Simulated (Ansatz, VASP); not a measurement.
PbS: VASP beside Ansatz

POSCAR

```
PbS
1.0
    0.0000000000      3.0272161200      3.0272161200
    3.0272161200      0.0000000000      3.0272161200
    3.0272161200      3.0272161200      0.0000000000
Pb S
1 1
Direct
    0.0000000000      0.0000000000      0.0000000000
    0.5000000000      0.5000000000      0.5000000000
```

File INCAR.step1:

```
  PREC = Accurate
  ENCUT = 520
  ISMEAR = -1
  SIGMA = 0.02
  LREAL = F
  LASPH = T
  NELM = 60
  GGA = PE
  ALGO = Normal
  EDIFF = 1E-4
  LWAVE = T
  LCHARG = F
```

INCAR.step2

```
  PREC = Accurate
  ENCUT = 520
  EDIFF = 1E-7
  ISMEAR = -1
  SIGMA = 0.02
  LREAL = F
  LASPH = T
  NELM = 60
  ALGO = Normal
  ISIF = 2
  LWAVE = F
  LCHARG = F
  METAGGA = R2SCAN
  LMIXTAU = T
  IBRION = 2
  NSW = 50
  EDIFFG = -0.01
  ISTART = 1
```

Contents of KPOINTS:

```
regular mesh
0
Gamma
  8 8 8
```

Input for Ansatz:

```yaml
crystal:
  lattice:
    - [0.0, 3.0272162, 3.0272162]
    - [3.0272162, 0.0, 3.0272162]
    - [3.0272162, 3.0272162, 0.0]
  atoms:
    - { symbol: Pb, position: [0.0, 0.0, 0.0] }
    - { symbol: S, position: [0.5, 0.5, 0.5] }
  symmetry: { tolerance: 0.0003 }
hamiltonian:
  xc: r2scan
  pseudopotentials: { kind: paw, azcp: { folder: soft_1 } }
basis:
  ecutwfc: 500
magnetization:
  spin_polarized: false
scf:
  occupations: { method: fermi_dirac, width: 0.02 }
kpoints:
  mp_grid: { grid: [8, 8, 8], shift: [0, 0, 0] }
  band_path:
    path:
      - [0.0, 0.0, 0.0]
      - [0.5, 0.0, 0.5]
      - [0.625, 0.25, 0.625]
      - [0.375, 0.375, 0.75]
      - [0.0, 0.0, 0.0]
      - [0.5, 0.5, 0.5]
      - [0.5, 0.25, 0.75]
      - [0.5, 0.0, 0.5]
    npoints: 10
output:
  forces: true
  stress: true
  eigenvalues: true
  write_potential: true
  elf: true
  volumetric_format: npy
  dos: { e_range: [-12, 8], de: 0.05 }
relax:
  max_steps: 30
```

Alike in both runs: task relaxation of the atoms; functional r2SCAN; k mesh 8 × 8 × 8; occupations fermi-dirac, width 0.02 eV; no spin polarisation.

```csv
,VASP,Ansatz
version,VASP 6.6.1,Ansatz 0.2.0
potentials or method,"VASP PAW PBE potentials, release 64 (Pb_d, S), cutoff 520 eV",PAW plane waves
valence electrons in the cell,20,20
```

|  | VASP | Ansatz | Ansatz less VASP |
| --- | --- | --- | --- |
| gap on the k mesh at the Fermi level, each at its own relaxed structure (eV) | 0.84 | 0.84 | 0.000 |

VASP's potentials were made for PBE, not for r2SCAN. Ansatz's warnings: stress scf threshold loose.

Neither program's run includes spin-orbit coupling. Noted on VASP's run: the relaxation stopped at its first step, so nothing moved.
